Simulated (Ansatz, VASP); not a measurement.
## As in VASP and in Ansatz

INCAR

```
PREC = Accurate ; ENCUT = 520
EDIFF = 1E-6 ; ISMEAR = -1
SIGMA = 0.05 ; LREAL = F
LASPH = T ; NELM = 100
ALGO = Normal ; ISIF = 2
LWAVE = F ; LCHARG = F
NBANDS = 12
```

Contents of KPOINTS:

```
regular mesh
0
Gamma
  11 11 6
```

File POSCAR:

```
As
1.0
    3.0031658500      0.0000000000      0.0000000000
   -1.5015829250      2.6008179178      0.0000000000
    0.0000000000      0.0000000000      4.8651286769
As
2
Direct
    0.2333333333      0.6166666667      0.1750000000
    0.7666666667      0.3833333333      0.8250000000
```

Input for Ansatz:

```yaml
crystal:
  lattice:
    - [3.00316585, 0.0, 0.0]
    - [-1.501582925, 2.6008179178, 0.0]
    - [0.0, 0.0, 4.8651286769]
  atoms:
    - { symbol: As, position: [0.2333333333, 0.6166666667, 0.175] }
    - { symbol: As, position: [0.7666666667, 0.3833333333, 0.825] }
kpoints:
  mp_grid: { grid: [11, 11, 6] }
scf:
  occupations: { method: fermi_dirac, width: 0.05 }
hamiltonian:
  xc: lda
  pseudopotentials: { kind: paw }
output:
  forces: true
  stress: true
  eigenvalues: true
  populations: true
```

Change from the starting cell: shortest bond scaled by 0.7, PAW files.

Alike in both runs: task single point; functional LDA; k mesh 11 × 11 × 6; occupations fermi-dirac, width 0.05 eV; no spin polarisation.

```csv
,VASP,Ansatz
version,VASP 6.6.1,Ansatz 0.2.0
potentials or method,"VASP PAW LDA potentials, release 64 (As)","PAW with Ansatz's default frozen-core files, scalar-relativistic"
plane-wave cutoff (eV),520,420
valence electrons in the cell,10,30
```

Ansatz gave:

```
pressure (GPa)                                                : 22.0
traceless stress, the component that is largest in VASP (GPa) : 18.04
rms of the force components (eV/Å)                            : 3.127
```

Task: Which values does VASP return?

Result: Pressure (GPa): 23.2; traceless stress, the component that is largest in VASP (GPa): 18.88; rms of the force components (eV/Å): 3.296.

LDA's correlation is that of Perdew and Zunger in VASP and of Perdew and Wang (1992) in Ansatz. Atom by atom the forces differ by 0.170 eV/Å (rms over components). VASP's potentials hold 10 valence electrons a cell and Ansatz's 30, so a difference there can come from the potentials and not from the codes.
